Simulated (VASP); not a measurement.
Crystal: Li.

```
Li
1.0
     3.11100    0.00000    0.00000
    -1.55550    2.69421    0.00000
     0.00000    0.00000    5.09300
Li
2
Direct
  0.33333 0.66667 0.25000
  0.66667 0.33333 0.75000
```

```yaml
Program: VASP 6.6.1
Task: relaxation of cell and atoms
Functional: LDA
Potentials_or_basis: VASP PAW LDA potentials, release 64 (Li_sv)
Cutoff: 600 eV
k_mesh: 9 × 9 × 5
Occupations: methfessel-paxton, width 0.1 eV
Spin: no spin polarisation
```

At the start: pressure -1.6 GPa; volume 21.34 Å³/atom.

Task: Where does the relaxation end?

Result: Over 7 steps the energy falls by 17.1 meV/atom and the volume is 18.68 Å³/atom (-12.5 %); space group P6_3/mmc (No. 194, to 0.05 Å).

Step by step:
```
step  energy change (eV)  largest force (eV/Å)  pressure (GPa)  volume (Å³)
   1              0.0000                0.0000           -1.58        42.69
   2             -0.0133                0.0000           -1.28        41.40
   3             -0.0320                0.0000           -0.45        38.57
   4             -0.0040                0.0000            2.17        33.27
   5             -0.0342                0.0000           -0.03        37.47
   6             -0.0342                0.0000            0.02        37.34
   7             -0.0342                0.0000            0.01        37.36
```

Final structure:
```xyz
2
Lattice="2.9392 0.0000 0.0000 -1.4696 2.5454 0.0000 0.0000 0.0000 4.9939" Properties=species:S:1:pos:R:3 pbc="T T T"
Li    0.0000    1.6969    1.2485
Li    1.4696    0.8485    3.7454
```

Caveat: the cutoff is under 1.25 times the usual one of these potentials, so pressure, stress and relaxed cells hold a basis-set (Pulay) error; the volume moved by -12 % from the deposited cell, more than functionals usually miss.
